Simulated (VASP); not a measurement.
Ti3Se:

```
Se Ti
1.0
     3.19745    0.00000    0.00000
    -1.59872    2.76907    0.00000
     0.00000    0.00000    7.94275
Se Ti
1 3
Direct
  0.00000 0.00000 0.00000
  0.66667 0.33333 0.50000
  0.33333 0.66667 0.77290
  0.33333 0.66667 0.22710
```

Base run:

- Program: VASP 6.6.1
- Functional: PBEsol
- Potentials or basis: VASP PAW PBE potentials, release 64 (Se, Ti_sv)
- Cutoff: 520 eV
- k mesh: 10 × 10 × 4
- Occupations: fermi-dirac, width 0.05 eV
- Spin: no spin polarisation
- Hubbard terms: Ti d U = 3.0 eV

Its results: band gap on the k mesh zero (bands 21 and 22 overlap by 0.70 eV); pressure 0.4 GPa; largest force 0.115 eV/Å.

Q: The run is repeated on the same cell with these changes: hubbard terms from Ti d U = 3.0 eV to Ti d U = 6.0 eV. What comes out?

A: Band gap on the k mesh zero (bands 21 and 22 overlap by 0.81 eV); pressure 5.5 GPa; largest force 0.179 eV/Å.

Caveats: the PAW data sets were made with another functional, which shifts forces and pressure a little; U without spin polarisation on a metal has little footing; the cell stands under pressure (at least some runs).
